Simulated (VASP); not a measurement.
Runs of VASP 6.6.1 on Mg2C. The structure is that of space group I4/mmm (No. 139), or close to it. The cells are those of the table. The cell was built from a structure type or drawn by symmetry, and may not be a known phase.

```csv
task,spin,cell,k mesh,cutoff (eV),gap on the mesh (eV),pressure (GPa),moment (μB),relaxed volume (Å³/atom)
single point,off,"a = 4.288 Å, angles 120.8, 120.8, 88.6°, 3 atoms",6 × 6 × 6,520,none,0.0,-,-
single point,off,"a = 4.286 Å, angles 120.8, 120.8, 88.7°, 3 atoms",16 × 16 × 16,520,none,0.0,-,-
single point,collinear,"a = 4.288 Å, angles 120.8, 120.8, 88.6°, 3 atoms",6 × 6 × 6,520,none,0.0,0.00,-
relaxation of cell and atoms,off,"relaxed from a = 4.288 Å, angles 120.8, 120.8, 88.6°, 3 atoms",16 × 16 × 16,600,none,0.0,-,(a)
single point,off,"a = 4.038 Å, angles 117.4, 117.4, 94.6°, 3 atoms",6 × 6 × 6,520,none,4.9,-,-
relaxation of cell and atoms,off,"relaxed from a = 4.038 Å, angles 117.4, 117.4, 94.6°, 3 atoms",6 × 6 × 6,600,none,0.3,-,18.22
single point,collinear,"a = 4.038 Å, angles 117.4, 117.4, 94.6°, 3 atoms",6 × 6 × 6,520,none,4.9,0.00,-
```

Alike in all rows: level PBE; potentials or basis VASP PAW PBE potentials, release 64 (Mg, C); smearing gaussian 0.1 eV.

Q: Estimate the missing entries.

A: (a) 18.29.

Caveats: the cell stands under pressure (at least some runs).

A gap of «none» marks levels without a gap at the run's occupations.
